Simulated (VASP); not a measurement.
# Mg3CdSe4 in VASP: notebook, part 4 of 4

VASP 6.6.1. Earlier steps stand in the parts before.

### 6 Single point, PBE

This run uses another cell than the first one, of 27.59 Å³/atom.

File INCAR:

```
SYSTEM = Mg3CdSe4
ALGO = Normal ; EDIFF = 1E-7
ENCUT = 520 ; GGA = PE
ISIF = 2 ; ISMEAR = 0
LASPH = .True. ; LCHARG = .False.
LREAL = .False. ; LWAVE = .False.
NBANDS = 31 ; NELM = 60
PREC = Accurate ; SIGMA = 0.02
```

File KPOINTS:

```
k-points
0
Gamma
  6 6 6
  0 0 0
```

File POSCAR:

```
Mg3CdSe4
1.0
    6.0433029825      0.0000000000      0.0000000000
    0.0000000000      6.0433029825      0.0000000000
    0.0000000000      0.0000000000      6.0433029825
Mg Cd Se
3 1 4
Direct
    0.0000000000      0.0000000000      0.5000000000
    0.0000000000      0.5000000000      0.0000000000
    0.5000000000      0.0000000000      0.0000000000
    0.5000000000      0.5000000000      0.5000000000
    0.7557860751      0.7557860751      0.2442139249
    0.7557860751      0.2442139249      0.7557860751
    0.2442139249      0.7557860751      0.7557860751
    0.2442139249      0.2442139249      0.2442139249
```

Potentials or basis: VASP PAW PBE potentials, release 64 (Mg, Cd, Se).

Run with:

```bash
cat potpaw_PBE.64/Mg/POTCAR potpaw_PBE.64/Cd/POTCAR potpaw_PBE.64/Se/POTCAR > POTCAR
mpirun -np 1 vasp_std > vasp.out
```

OUTCAR:

```text
SYSTEM = Mg3CdSe4
   EDIFF = 1E-7
   ENCUT = 520
   GGA = PE
   ISIF = 2
   ISMEAR = 0
   LASPH = .True.
   LREAL = .False.
   NELM = 60
   PREC = Accurate

 ion  position               nearest neighbor table
   1  0.000  0.000  0.500-   5 2.60   6 2.60   7 2.60   8 2.60
   2  0.000  0.500  0.000-   5 2.60   6 2.60   7 2.60   8 2.60
   3  0.500  0.000  0.000-   5 2.60   6 2.60   7 2.60   8 2.60
   4  0.500  0.500  0.500-   5 2.68   6 2.68   7 2.68   8 2.68
   5  0.756  0.756  0.244-   1 2.60   2 2.60   3 2.60   4 2.68
   6  0.756  0.244  0.756-   1 2.60   2 2.60   3 2.60   4 2.68
   7  0.244  0.756  0.756-   1 2.60   2 2.60   3 2.60   4 2.68
   8  0.244  0.244  0.244-   1 2.60   2 2.60   3 2.60   4 2.68

  LATTYP: Found a simple cubic cell.
 ALAT       =     6.0433029825

  Lattice vectors:

 A1 = (   6.0433029825,   0.0000000000,   0.0000000000)
 A2 = (   0.0000000000,   6.0433029825,   0.0000000000)
 A3 = (   0.0000000000,   0.0000000000,   6.0433029825)

Analysis of symmetry for initial positions (statically):
=====================================================================
 Subroutine PRICEL returns:
 Original cell was already a primitive cell.

 Routine SETGRP: Setting up the symmetry group for a
 simple cubic supercell.

 Subroutine GETGRP returns: Found 24 space group operations
 (whereof 24 operations were pure point group operations)
 out of a pool of 48 trial point group operations.

The static configuration has the point symmetry T_d .

Analysis of symmetry for dynamics (positions and initial velocities):
=====================================================================
 Subroutine PRICEL returns:
 Original cell was already a primitive cell.

 Routine SETGRP: Setting up the symmetry group for a
 simple cubic supercell.

 Subroutine GETGRP returns: Found 24 space group operations
 (whereof 24 operations were pure point group operations)
 out of a pool of 48 trial point group operations.

The dynamic configuration has the point symmetry T_d .

 Subroutine INISYM returns: Found 24 space group operations
 (whereof 24 operations are pure point group operations),
 and found     1 'primitive' translations

----------------------------------------------------------------------------------------

                                     Primitive cell

  volume of cell :     220.7106

  direct lattice vectors                    reciprocal lattice vectors
     6.043302983  0.000000000  0.000000000     0.165472425  0.000000000  0.000000000
     0.000000000  6.043302983  0.000000000     0.000000000  0.165472425  0.000000000
     0.000000000  0.000000000  6.043302983     0.000000000  0.000000000  0.165472425

  length of vectors
     6.043302983  6.043302983  6.043302983     0.165472425  0.165472425  0.165472425

  position of ions in fractional coordinates (direct lattice)
     0.000000000  0.000000000  0.500000000
     0.000000000  0.500000000  0.000000000
     0.500000000  0.000000000  0.000000000
     0.500000000  0.500000000  0.500000000
     0.755786075  0.755786075  0.244213925
     0.755786075  0.244213925  0.755786075
[... 43 lines left out ...]
  0.166667  0.000000  0.000000      6.000000
  0.333333  0.000000  0.000000      6.000000
  0.500000  0.000000  0.000000      3.000000
  0.166667  0.166667  0.000000     12.000000
  0.333333  0.166667  0.000000     24.000000
[... 12 lines left out ...]
  0.500000  0.500000  0.333333      6.000000
  0.500000  0.500000  0.500000      1.000000
   k-points           NKPTS =     20   k-points in BZ     NKDIM =     20   number of bands    NBANDS=     31
   number of dos      NEDOS =    301   number of ions     NIONS =      8
   total plane-waves  NPLWV = 110592
   dimension x,y,z NGX =    48 NGY =   48 NGZ =   48
   dimension x,y,z NGXF=    96 NGYF=   96 NGZF=   96
   ions per type =               3   1   4
   NGX,Y,Z   is equivalent  to a cutoff of  13.20, 13.20, 13.20 a.u.
   NGXF,Y,Z  is equivalent  to a cutoff of  26.41, 26.41, 26.41 a.u.
 SYSTEM =  Mg3CdSe4
   PREC   = accura    normal or accurate (medium, high low for compatibility)
   ISTART =      0    job   : 0-new  1-cont  2-samecut
   ICHARG =      2    charge: 1-file 2-atom 10-const
   ISPIN  =      1    spin polarized calculation?
   LNONCOLLINEAR =      F non collinear calculations
   LSORBIT =      F    spin-orbit coupling
   LASPH  =      T    aspherical Exc in radial PAW
   ENCUT  =  520.0 eV  38.22 Ry    6.18 a.u.  11.24 11.24 11.24*2*pi/ulx,y,z
   NELM   =     60;   NELMIN=  2; NELMDL= -5     # of ELM steps
   EDIFF  = 0.1E-06   stopping-criterion for ELM
   LREAL  =      F    real-space projection
   EDIFFG = 0.1E-05   stopping-criterion for IOM
   NSW    =      0    number of steps for IOM
   IBRION =     -1    ionic relax: 0-MD 1-quasi-New 2-CG
   NFREE  =      0    steps in history (QN), initial steepest desc. (CG)
   ISIF   =      2    stress and relaxation
   ISYM   =      2    0-nonsym 1-usesym 2-fastsym
   POTIM  = 0.5000    time-step for ionic-motion
   TEBEG  =    0.0;   TEEND  =   0.0 temperature during run
   PSTRESS=    0.0 pullay stress
   NELECT =      42.0000    total number of electrons
   NUPDOWN=      -1.0000    fix difference up-down
   EMIN   =  10.00;   EMAX   =-10.00  energy-range for DOS
   EFERMI =   0.00;   METHOD = LEGACY
   ISMEAR =     0;   SIGMA  =   0.02  broadening in eV -4-tet -1-fermi 0-gaus
   EFERMI_NEDOS =   21; number of points for ismear=-14 and -15
   IALGO  =     38    algorithm
   IMIX   =      4    mixing-type and parameters
     AMIX     =   0.40;   BMIX     =  1.00
     AMIX_MAG =   1.60;   BMIX_MAG =  1.00
  volume/ion in A,a.u.               =      27.59       186.18
  Fermi-wavevector in a.u.,A,eV,Ry     =   0.941637  1.779436 12.064020  0.886680
  Thomas-Fermi vector in A             =   2.069168
   LORBIT       =      0    0 simple, 1 ext, 2 COOP (PROOUT), +10 PAW based schemes
   GGA     = PE    functional components
   LHFCALC =     F    Hartree Fock is set to
   AEXX    =    0.0000 exact exchange contribution
   IVDW    =     0    specifies the selected vdW correction
   LEPSILON=     F    determine dielectric tensor
   LRPA    =     F    only Hartree local field effects (RPA)
 non-spin polarized calculation
 Gauss-broadening in eV      SIGMA  =   0.02
  energy-cutoff  :      520.00
  volume of cell :      220.71
 maximum number of plane-waves:      6031
 NGX is ok and might be reduce to    48
   NGX = 23   NGY = 23   NGZ = 23

 number of electron      42.0000003 magnetization

 Free energy of the ion-electron system (eV)
  ---------------------------------------------------
  ext. energy  EPLUGINS =         0.00000000
  ---------------------------------------------------
  free energy    TOTEN  =       -28.04670493 eV

  energy without entropy =      -28.04670493  energy(sigma->0) =      -28.04670493

 E-fermi :   0.6214     XC(G=0):  -8.2463

 val. band max:        0.5336033310   @ k =   0.0000   0.0000   0.0000
 cond. band min:       2.4646927463   @ k =   0.0000   0.0000   0.0000
 fundamental gap:      1.9310894153
 Fermi energy:         0.6213890431

 k-point     1 :       0.0000    0.0000    0.0000
  band No.  band energies     occupation
      1     -11.1953      2.00000
      2     -10.5715      2.00000
      3     -10.5715      2.00000
      4     -10.5715      2.00000
      5      -6.5148      2.00000
      6      -6.5148      2.00000
[... 669 lines left out ...]
     30       7.2128      0.00000
     31       7.2128      0.00000

------------------------ aborting loop because EDIFF is reached ----------------------------------------

  FORCE on cell =-STRESS in cart. coord.  units (eV):
  Direction    XX          YY          ZZ          XY          YZ          ZX
  --------------------------------------------------------------------------------------
  -------------------------------------------------------------------------------------
  Total        0.0498145      0.0498145      0.0498145      0.0000000     -0.0000000     -0.0000000
  in kB        0.3616121      0.3616121      0.3616121      0.0000000     -0.0000000     -0.0000000
  external PRESSURE =       0.3616121 kB  Pullay stress =       0.0000000 kB

 VOLUME and BASIS-vectors are now :
 -----------------------------------------------------------------------------
  energy-cutoff  :      520.00
  volume of cell :      220.71
      direct lattice vectors                 reciprocal lattice vectors
     6.043302983  0.000000000  0.000000000     0.165472425  0.000000000  0.000000000
     0.000000000  6.043302983  0.000000000     0.000000000  0.165472425  0.000000000
     0.000000000  0.000000000  6.043302983     0.000000000  0.000000000  0.165472425

 POSITION                                       TOTAL-FORCE (eV/Angst)
 -----------------------------------------------------------------------------------
      0.00000      0.00000      3.02165         0.000000     -0.000000      0.000000
      0.00000      3.02165      0.00000         0.000000     -0.000000     -0.000000
      3.02165      0.00000      0.00000         0.000000     -0.000000     -0.000000
      3.02165      3.02165      3.02165         0.000000     -0.000000      0.000000
      4.56744      4.56744      1.47586         0.017180      0.017180     -0.017180
      4.56744      1.47586      4.56744         0.017180     -0.017180      0.017180
      1.47586      4.56744      4.56744        -0.017180      0.017180      0.017180
      1.47586      1.47586      1.47586        -0.017180     -0.017180     -0.017180
 -----------------------------------------------------------------------------------
    total drift:                                0.000000      0.000000     -0.000000

  FREE ENERGIE OF THE ION-ELECTRON SYSTEM (eV)
  ---------------------------------------------------
  free  energy   TOTEN  =       -28.0467049264 eV

  energy  without entropy=      -28.0467049263  energy(sigma->0) =      -28.04670493
```

Run time: 3.7 min. Hardware: 1 thread of Intel Xeon 8259CL, shared host; peak memory 0.4 GiB.

Results:

```yaml
Free_energy: -28.0467 eV
Pressure: 0.0 GPa
Largest_force: 0.030 eV/Å
Band_gap_on_the_k_mesh: 1.93 eV
```

Forces in eV/Å, atoms in the order of the input:
```
Mg   0.000  0.000  0.000
Mg   0.000  0.000  0.000
Mg   0.000  0.000  0.000
Cd   0.000  0.000  0.000
Se   0.017  0.017 -0.017
Se   0.017 -0.017  0.017
Se  -0.017  0.017  0.017
Se  -0.017 -0.017 -0.017
```

### 7 The runs side by side

| task | cell | k mesh | cutoff (eV) | smearing | gap on the mesh (eV) | pressure (GPa) | largest force (eV/Å) |
| --- | --- | --- | --- | --- | --- | --- | --- |
| single point | a = 6.047 Å, 8 atoms | 2 × 2 × 2 | 520 | gaussian 0.15 eV | 1.92 | 0.0 | 0.03 |
| single point | a = 6.043 Å, 8 atoms | 2 × 2 × 2 | 520 | gaussian 0.1 eV | 1.92 | 0.1 | 0.02 |
| single point | a = 6.039, b = 6.046, c = 6.050 Å, angles 90.0, 89.9, 90.0°, 8 atoms | 2 × 2 × 2 | 520 | gaussian 0.1 eV | 1.91 | 0.1 | 0.02 |
| relaxation of cell and atoms | relaxed from a = 5.812 Å, 8 atoms | 2 × 2 × 2 | 600 | gaussian 0.15 eV | 1.91 | 0.0 | 0.05 |
| single point | a = 6.043 Å, 8 atoms | 6 × 6 × 6 | 520 | gaussian 0.02 eV | 1.93 | 0.0 | 0.03 |

Alike in all rows: level PBE; potentials or basis VASP PAW PBE potentials, release 64 (Mg, Cd, Se); no spin polarisation.

Caveats: some runs use coarse meshes; the relaxation stopped at a loose force limit of 0.08 eV/Å, so its end isn't a converged minimum (at least some runs).

Total energies depend on the potentials used, so only differences within one code and one set of settings carry meaning.
